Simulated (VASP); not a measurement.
# Ta3Cu (I4/mmm) in VASP: further runs

The runs below take Ta3Cu through single point, with PBE, LDA.

Program: VASP 6.6.1. These are calculated values, not measurements. Logs are shortened: lines on timing, memory, paths and dates and some standing lists are left out, and cuts for length are marked.

**1. The cell of the first run**

The structure is tetragonal, space group I4/mmm (No. 139). Conventional cell: a = 4.013 Å, b = 4.013 Å, c = 8.416 Å, α = 90.00°, β = 90.00°, γ = 90.00°. Within 3.7 Å of Ta (site symmetry 4/mmm) lie 4 Cu at 2.84 Å and 8 Ta at 2.91 Å. Ta (site symmetry -4m2) has 8 Ta at 2.84 to 2.91 Å and 4 Cu at 2.91 Å within 3.7 Å. Cu (site symmetry 4/mmm) has 12 Ta at 2.84 to 2.91 Å within 3.7 Å.

**2. Single point, PBE**

INCAR

```
PREC = Accurate ; ENCUT = 520
EDIFF = 1E-7 ; ISMEAR = -1
SIGMA = 0.05 ; LREAL = False
LASPH = True ; NELM = 100
ALGO = Normal ; ISIF = 2
LWAVE = False ; LCHARG = False
GGA = PE ; NBANDS = 30
```

KPOINTS

```
regular mesh
0
Gamma
  7 7 7
```

POSCAR

```
Ta3Cu
1.0
   -2.0065070000      2.0065070000      4.2081700000
    2.0065070000     -2.0065070000      4.2081700000
    2.0065070000      2.0065070000     -4.2081700000
Ta Cu
3 1
Direct
    0.5000000000      0.5000000000      0.0000000000
    0.2500000000      0.7500000000      0.5000000000
    0.7500000000      0.2500000000      0.5000000000
    0.0000000000      0.0000000000      0.0000000000
```

Potentials or basis: VASP PAW PBE potentials, release 64 (Ta_pv, Cu).

Run with:

```console
$ cat potpaw_PBE.64/Ta_pv/POTCAR potpaw_PBE.64/Cu/POTCAR > POTCAR
$ mpirun -np 1 vasp_std > vasp.out
```

OUTCAR:

```text
PREC = Accurate
   ENCUT = 520
   EDIFF = 1E-7
   ISMEAR = -1
   LREAL = False
   LASPH = True
   NELM = 100
   ISIF = 2
   GGA = PE

 ion  position               nearest neighbor table
   1  0.500  0.500  0.000-   4 2.84   4 2.84   4 2.84   4 2.84   3 2.91   2 2.91   3 2.91   3 2.91
                             2 2.91   2 2.91   3 2.91   2 2.91
   2  0.250  0.750  0.500-   3 2.84   3 2.84   3 2.84   3 2.84   4 2.91   1 2.91   4 2.91   1 2.91
                             4 2.91   4 2.91   1 2.91   1 2.91
   3  0.750  0.250  0.500-   2 2.84   2 2.84   2 2.84   2 2.84   4 2.91   1 2.91   4 2.91   4 2.91
                             1 2.91   1 2.91   4 2.91   1 2.91
   4  0.000  0.000  0.000-   1 2.84   1 2.84   1 2.84   1 2.84   3 2.91   2 2.91   3 2.91   2 2.91
                             3 2.91   3 2.91   2 2.91   2 2.91

  LATTYP: Found a body centered tetragonal cell.
 ALAT       =     4.0130140000
 C/A-ratio  =     2.0972615595

  Lattice vectors:

 A1 = (  -2.0065070000,   2.0065070000,   4.2081700000)
 A2 = (   2.0065070000,  -2.0065070000,   4.2081700000)
 A3 = (   2.0065070000,   2.0065070000,  -4.2081700000)

Analysis of symmetry for initial positions (statically):
=====================================================================
 Subroutine PRICEL returns:
 Original cell was already a primitive cell.

 Routine SETGRP: Setting up the symmetry group for a
 body centered tetragonal supercell.

 Subroutine GETGRP returns: Found 16 space group operations
 (whereof 16 operations were pure point group operations)
 out of a pool of 16 trial point group operations.

The static configuration has the point symmetry D_4h.

Analysis of symmetry for dynamics (positions and initial velocities):
=====================================================================
 Subroutine PRICEL returns:
 Original cell was already a primitive cell.

 Routine SETGRP: Setting up the symmetry group for a
 body centered tetragonal supercell.

 Subroutine GETGRP returns: Found 16 space group operations
 (whereof 16 operations were pure point group operations)
 out of a pool of 16 trial point group operations.

The dynamic configuration has the point symmetry D_4h.

 Subroutine INISYM returns: Found 16 space group operations
 (whereof 16 operations are pure point group operations),
 and found     1 'primitive' translations

----------------------------------------------------------------------------------------

                                     Primitive cell

  volume of cell :      67.7696

  direct lattice vectors                    reciprocal lattice vectors
    -2.006507000  2.006507000  4.208170000     0.000000000  0.249189263  0.118816493
     2.006507000 -2.006507000  4.208170000     0.249189263  0.000000000  0.118816493
     2.006507000  2.006507000 -4.208170000     0.249189263  0.249189263  0.000000000

  length of vectors
     5.075513317  5.075513317  5.075513317     0.276066383  0.276066383  0.352406835

  position of ions in fractional coordinates (direct lattice)
     0.500000000  0.500000000  0.000000000
     0.250000000  0.750000000  0.500000000
     0.750000000  0.250000000  0.500000000
     0.000000000  0.000000000  0.000000000

  ion indices of the primitive-cell ions
   primitive index   ion index
                 1           1
                 2           2
                 3           3
                 4           4

----------------------------------------------------------------------------------------

 KPOINTS: regular mesh

Automatic generation of k-mesh.
 Grid dimensions read from file:
 generate k-points for:    7    7    7

 Generating k-lattice:

  Cartesian coordinates                     Fractional coordinates (reciprocal lattice)
     0.000000000  0.035598466  0.016973785     0.142857143 -0.000000000  0.000000000
     0.035598466  0.000000000  0.016973785    -0.000000000  0.142857143  0.000000000
     0.035598466  0.035598466  0.000000000     0.000000000  0.000000000  0.142857143

  Length of vectors
     0.039438055  0.039438055  0.050343834

  Shift w.r.t. Gamma in fractional coordinates (k-lattice)
     0.000000000  0.000000000  0.000000000

 Subroutine IBZKPT returns following result:
 ===========================================

 Found     40 irreducible k-points:

 Following reciprocal coordinates:
            Coordinates               Weight
  0.000000  0.000000  0.000000      1.000000
  0.142857  0.000000 -0.000000      8.000000
  0.285714 -0.000000  0.000000      8.000000
  0.428571  0.000000  0.000000      8.000000
  0.142857  0.142857  0.000000      8.000000
  0.285714  0.142857  0.000000     16.000000
[... 16 lines left out ...]
 -0.142857  0.285714  0.142857      8.000000
 -0.428571  0.428571  0.142857      8.000000
 [... further k-points ...]
   k-points           NKPTS =     40   k-points in BZ     NKDIM =     40   number of bands    NBANDS=     30
   number of dos      NEDOS =    301   number of ions     NIONS =      4
   total plane-waves  NPLWV =  64000
   dimension x,y,z NGX =    40 NGY =   40 NGZ =   40
   dimension x,y,z NGXF=    80 NGYF=   80 NGZF=   80
   ions per type =               3   1
   NGX,Y,Z   is equivalent  to a cutoff of  13.10, 13.10, 13.10 a.u.
   NGXF,Y,Z  is equivalent  to a cutoff of  26.20, 26.20, 26.20 a.u.
 SYSTEM =  unknown system
   PREC   = accura    normal or accurate (medium, high low for compatibility)
   ISTART =      0    job   : 0-new  1-cont  2-samecut
   ICHARG =      2    charge: 1-file 2-atom 10-const
   ISPIN  =      1    spin polarized calculation?
   LNONCOLLINEAR =      F non collinear calculations
   LSORBIT =      F    spin-orbit coupling
   LASPH  =      T    aspherical Exc in radial PAW
   ENCUT  =  520.0 eV  38.22 Ry    6.18 a.u.   9.44  9.44  9.44*2*pi/ulx,y,z
   NELM   =    100;   NELMIN=  2; NELMDL= -5     # of ELM steps
   EDIFF  = 0.1E-06   stopping-criterion for ELM
   LREAL  =      F    real-space projection
   EDIFFG = 0.1E-05   stopping-criterion for IOM
   NSW    =      0    number of steps for IOM
   IBRION =     -1    ionic relax: 0-MD 1-quasi-New 2-CG
   NFREE  =      0    steps in history (QN), initial steepest desc. (CG)
   ISIF   =      2    stress and relaxation
   ISYM   =      2    0-nonsym 1-usesym 2-fastsym
   POTIM  = 0.5000    time-step for ionic-motion
   TEBEG  =    0.0;   TEEND  =   0.0 temperature during run
   PSTRESS=    0.0 pullay stress
   NELECT =      44.0000    total number of electrons
   NUPDOWN=      -1.0000    fix difference up-down
   EMIN   =  10.00;   EMAX   =-10.00  energy-range for DOS
   EFERMI =   0.00;   METHOD = LEGACY
   ISMEAR =    -1;   SIGMA  =   0.05  broadening in eV -4-tet -1-fermi 0-gaus
   EFERMI_NEDOS =   21; number of points for ismear=-14 and -15
   IALGO  =     38    algorithm
   IMIX   =      4    mixing-type and parameters
     AMIX     =   0.40;   BMIX     =  1.00
     AMIX_MAG =   1.60;   BMIX_MAG =  1.00
  volume/ion in A,a.u.               =      16.94       114.33
  Fermi-wavevector in a.u.,A,eV,Ry     =   1.417580  2.678837 27.341349  2.009532
  Thomas-Fermi vector in A             =   2.538795
   LORBIT       =      0    0 simple, 1 ext, 2 COOP (PROOUT), +10 PAW based schemes
   GGA     = PE    functional components
   LHFCALC =     F    Hartree Fock is set to
   AEXX    =    0.0000 exact exchange contribution
   IVDW    =     0    specifies the selected vdW correction
   LEPSILON=     F    determine dielectric tensor
   LRPA    =     F    only Hartree local field effects (RPA)
 non-spin polarized calculation
  energy-cutoff  :      520.00
  volume of cell :       67.77
 maximum number of plane-waves:      1863
 NGX is ok and might be reduce to    40
   NGX = 19   NGY = 19   NGZ = 19

 number of electron      43.9999994 magnetization

 Free energy of the ion-electron system (eV)
  ---------------------------------------------------
  ext. energy  EPLUGINS =         0.00000000
  ---------------------------------------------------
  free energy    TOTEN  =       -38.53026528 eV

  energy without entropy =      -38.50010192  energy(sigma->0) =      -38.51518360

 E-fermi :   5.9751     XC(G=0): -12.4827

 val. band max:        5.9419232450   @ k =   0.4286   0.2857   0.0000
 cond. band min:       6.0010400239   @ k =   0.1429   0.1429   0.0000
 fundamental gap:      0.0591167790
 Fermi energy:         5.9750868367

 k-point     1 :       0.0000    0.0000    0.0000
  band No.  band energies     occupation
      1     -28.6254      2.00000
      2     -28.4715      2.00000
      3     -28.4715      2.00000
      4     -28.2756      2.00000
      5     -28.2756      2.00000
      6     -28.1118      2.00000
[... 22 lines left out ...]
     29      10.2980      0.00000
     30      11.3948      0.00000

 k-point     2 :       0.1429    0.0000   -0.0000
  band No.  band energies     occupation
      1     -28.6155      2.00000
      2     -28.4522      2.00000
      3     -28.4476      2.00000
      4     -28.3075      2.00000
      5     -28.2628      2.00000
      6     -28.0624      2.00000
[... 22 lines left out ...]
     29      10.7128      0.00000
     30      10.9344      0.00000

 k-point     3 :       0.2857   -0.0000    0.0000
  band No.  band energies     occupation
      1     -28.5676      2.00000
      2     -28.4575      2.00000
      3     -28.4112      2.00000
      4     -28.2691      2.00000
      5     -28.2161      2.00000
      6     -28.0000      2.00000
[... 22 lines left out ...]
     29       9.7500      0.00000
     30      10.9799      0.00000

 k-point     4 :       0.4286    0.0000    0.0000
  band No.  band energies     occupation
      1     -28.5477      2.00000
      2     -28.4012      2.00000
      3     -28.3836      2.00000
      4     -28.2054      2.00000
      5     -28.1317      2.00000
      6     -28.0953      2.00000
[... 22 lines left out ...]
     29       8.6874      0.00000
     30      11.2089      0.00000

 k-point     5 :       0.1429    0.1429    0.0000
  band No.  band energies     occupation
      1     -28.6113      2.00000
      2     -28.5003      2.00000
      3     -28.4248      2.00000
      4     -28.2625      2.00000
      5     -28.2162      2.00000
      6     -28.0281      2.00000
[... 22 lines left out ...]
     29      10.5219      0.00000
     30      10.9626      0.00000
[... 526 lines left out ...]
     29       9.7596      0.00000
     30      10.0267      0.00000

 k-point    22 :      -0.2857    0.2857    0.1429
  band No.  band energies     occupation
      1     -28.5816      2.00000
      2     -28.5110      2.00000
      3     -28.3568      2.00000
      4     -28.2861      2.00000
      5     -28.1584      2.00000
      6     -28.0132      2.00000
[... 22 lines left out ...]
     29       9.1183      0.00000
     30      10.8931      0.00000

 k-point    23 :      -0.1429    0.2857    0.1429
  band No.  band energies     occupation
      1     -28.5260      2.00000
      2     -28.4614      2.00000
      3     -28.3512      2.00000
      4     -28.2128      2.00000
      5     -28.1812      2.00000
      6     -28.0521      2.00000
[... 22 lines left out ...]
     29       8.9730      0.00000
     30      11.0505      0.00000

 k-point    24 :      -0.4286    0.4286    0.1429
  band No.  band energies     occupation
      1     -28.6233      2.00000
      2     -28.6133      2.00000
      3     -28.4786      2.00000
      4     -28.2732      2.00000
      5     -28.1961      2.00000
      6     -27.8930      2.00000
[... 22 lines left out ...]
     29      10.1320      0.00000
     30      10.7042      0.00000

 [... further k-points ...]

------------------------ aborting loop because EDIFF is reached ----------------------------------------

  FORCE on cell =-STRESS in cart. coord.  units (eV):
  Direction    XX          YY          ZZ          XY          YZ          ZX
  --------------------------------------------------------------------------------------
  -------------------------------------------------------------------------------------
  Total        0.3448676      0.3448676      0.0315936      0.0000000     -0.0000000     -0.0000000
  in kB        8.1532048      8.1532048      0.7469210      0.0000000     -0.0000000     -0.0000000
  external PRESSURE =       5.6844435 kB  Pullay stress =       0.0000000 kB

 VOLUME and BASIS-vectors are now :
 -----------------------------------------------------------------------------
  energy-cutoff  :      520.00
  volume of cell :       67.77
      direct lattice vectors                 reciprocal lattice vectors
    -2.006507000  2.006507000  4.208170000     0.000000000  0.249189263  0.118816493
     2.006507000 -2.006507000  4.208170000     0.249189263  0.000000000  0.118816493
     2.006507000  2.006507000 -4.208170000     0.249189263  0.249189263  0.000000000

 POSITION                                       TOTAL-FORCE (eV/Angst)
 -----------------------------------------------------------------------------------
      0.00000      0.00000      4.20817        -0.000000      0.000000     -0.000000
      2.00651      0.00000      2.10408         0.000000      0.000000     -0.000000
      0.00000      2.00651      2.10408        -0.000000     -0.000000      0.000000
      0.00000      0.00000      0.00000        -0.000000      0.000000     -0.000000
 -----------------------------------------------------------------------------------
    total drift:                               -0.000000     -0.000000      0.000000

  FREE ENERGIE OF THE ION-ELECTRON SYSTEM (eV)
  ---------------------------------------------------
  free  energy   TOTEN  =       -38.5302652753 eV

  energy  without entropy=      -38.5001019205  energy(sigma->0) =      -38.51518360
```

Wall time 3.8 min (1 thread of Intel Xeon 8259CL, shared host); peak memory 0.28 GiB.

Results:

| Item | Value |
| --- | --- |
| Free energy | -38.5303 eV |
| Pressure | 0.6 GPa |
| Band gap on the k mesh | zero (bands 22 and 23 overlap by 0.87 eV) |

Caveat: spin-orbit coupling is left out, which moves the levels of the heavy elements.

**3. Single point, PBE**

INCAR

```
SYSTEM = Ta3Cu
PREC = Accurate ; ENCUT = 520
EDIFF = 1E-6 ; ISMEAR = -1
SIGMA = 0.05 ; LREAL = .FALSE.
LASPH = .TRUE. ; NELM = 60
ALGO = Normal ; ISIF = 2
LWAVE = .FALSE. ; LCHARG = .TRUE.
GGA = PE ; LELF = .TRUE.
LVHAR = .TRUE. ; NBANDS = 30
```

KPOINTS

```
regular mesh
0
G
  7 7 7
  0 0 0
```

POSCAR is that of step 2.

Potentials or basis: VASP PAW PBE potentials, release 64 (Ta_pv, Cu).

Run with:

```console
$ cat potpaw_PBE.64/Ta_pv/POTCAR potpaw_PBE.64/Cu/POTCAR > POTCAR
$ mpirun -np 1 vasp_std > vasp.out
```

It took 3.4 min on 1 thread of Intel Xeon 8259CL, shared host; peak memory 0.28 GiB.

The run converged. Its results:

| Property | Result |
| --- | --- |
| Free energy | -38.5303 eV |
| Pressure | 0.7 GPa |
| Band gap on the k mesh | zero (bands 22 and 23 overlap by 0.87 eV) |

Stress tensor (GPa, compression positive):
```
0.91 0.00 0.00
0.00 0.91 0.00
0.00 0.00 0.17
```

Levels at points of the mesh, in eV from the Fermi level:
| k point | band 19 | band 20 | band 21 | band 22 | band 23 | band 24 | band 25 | band 26 |
| --- | --- | --- | --- | --- | --- | --- | --- | --- |
| (0.00, 0.00, 0.00) | -1.62 | -1.62 | -0.16 | -0.16 | 0.08 | 2.02 | 2.27 | 2.48 |

Caveat: spin-orbit coupling is left out, which moves the levels of the heavy elements.

**4. Single point, LDA**

This run uses another cell than the first one, of 15.93 Å³/atom.

INCAR

```
SYSTEM = Ta3Cu
PREC = Accurate
ENCUT = 520
EDIFF = 1E-7
ISMEAR = -1
SIGMA = 0.05
LREAL = .False.
LASPH = .True.
NELM = 100
ALGO = Fast
ISIF = 2
LWAVE = .False.
LCHARG = .False.
GGA = CA
NBANDS = 30
```

KPOINTS

```
regular mesh
0
Gamma
  9 9 9
  0 0 0
```

POSCAR

```
Ta3Cu
1.0
   -1.9655463842      1.9655463842      4.1222648751
    1.9655463842     -1.9655463842      4.1222648751
    1.9655463842      1.9655463842     -4.1222648751
Ta Cu
3 1
Direct
    0.5000000000      0.5000000000      0.0000000000
    0.2500000000      0.7500000000      0.5000000000
    0.7500000000      0.2500000000      0.5000000000
    0.0000000000      0.0000000000      0.0000000000
```

Potentials or basis: VASP PAW LDA potentials, release 64 (Ta_pv, Cu).

Run with:

```console
$ cat potpaw_LDA.64/Ta_pv/POTCAR potpaw_LDA.64/Cu/POTCAR > POTCAR
$ mpirun -np 1 vasp_std > vasp.out
```

Run time: 12 min. Hardware: 1 thread of Intel Xeon 8259CL, shared host; peak memory 0.28 GiB.

The run converged. Its results:

| Item | Value |
| --- | --- |
| Free energy | -42.4862 eV |
| Pressure | 0.9 GPa |
| Band gap on the k mesh | zero (bands 22 and 23 overlap by 1.50 eV) |

Stress tensor (GPa, compression positive):
```
 1.36  0.00  0.00
 0.00  1.36  0.00
 0.00  0.00 -0.10
```

Levels at points of the mesh, in eV from the Fermi level:
| k point | band 20 | band 21 | band 22 | band 23 | band 24 | band 25 |
| --- | --- | --- | --- | --- | --- | --- |
| (0.00, 0.00, 0.00) | -1.79 | -0.21 | -0.21 | 0.05 | 2.34 | 2.35 |

Caveat: spin-orbit coupling is left out, which moves the levels of the heavy elements.

**5. Single point, PBE**

This run uses another cell than the first one, of 15.93 Å³/atom.

INCAR

```
ALGO     = Fast           # electronic algorithm
EDIFF    = 1E-7           # SCF threshold, eV
ENCUT    = 520            # plane-wave cutoff, eV
GGA      = PE             # functional
ISIF     = 2              # what is computed and relaxed
ISMEAR   = -1             # smearing method
LASPH    = True           # aspherical terms in the spheres
LCHARG   = False          # write CHGCAR
LREAL    = False          # projectors in reciprocal space
LWAVE    = False          # write WAVECAR
NBANDS   = 30             # bands
NELM     = 100            # most SCF steps
PREC     = Accurate       # precision mode
SIGMA    = 0.05           # smearing width, eV
```

KPOINTS

```
k-points
0
Gamma
  9 9 9
```

POSCAR is that of step 4.

Potentials or basis: VASP PAW PBE potentials, release 64 (Ta_pv, Cu).

Run with:

```console
$ cat potpaw_PBE.64/Ta_pv/POTCAR potpaw_PBE.64/Cu/POTCAR > POTCAR
$ mpirun -np 1 vasp_std > vasp.out
```

Wall time 15 min (1 thread of Intel Xeon 8259CL, shared host); peak memory 0.33 GiB.

The run converged. Its results:

```yaml
Free_energy: -38.3463 eV
Pressure: 13.6 GPa
Band_gap_on_the_k_mesh: zero (bands 22 and 23 overlap by 1.47 eV)
```

Stress tensor (GPa, compression positive):
```
13.95  0.00  0.00
 0.00 13.95  0.00
 0.00  0.00 12.83
```

Levels at points of the mesh, in eV from the Fermi level:
```
           k point  band 20  band 21  band 22  band 23  band 24  band 25
(0.00, 0.00, 0.00)    -1.79    -0.20    -0.20     0.06     2.23     2.40
```

Caveat: the cell stands under pressure; spin-orbit coupling is left out, which moves the levels of the heavy elements.

**6. Summary**

```tsv
level	potentials or basis	cell	k mesh	gap on the mesh (eV)	pressure (GPa)
PBE	VASP PAW PBE potentials, release 64 (Ta_pv, Cu)	a = 5.076 Å, angles 133.4, 133.4, 68.0°, 4 atoms	7 × 7 × 7	none	0.7
LDA	VASP PAW LDA potentials, release 64 (Ta_pv, Cu)	a = 4.972 Å, angles 133.4, 133.4, 68.0°, 4 atoms	9 × 9 × 9	none	0.9
PBE	VASP PAW PBE potentials, release 64 (Ta_pv, Cu)	a = 4.972 Å, angles 133.4, 133.4, 68.0°, 4 atoms	9 × 9 × 9	none	13.6
```

Alike in all rows: task single point; no spin polarisation; cutoff (eV) 520; smearing fermi-dirac 0.05 eV.

Caveats: spin-orbit coupling is left out, which moves the levels of the heavy elements; the cell stands under pressure (at least some runs).

Absolute energies hang on the potentials; compare differences alone.
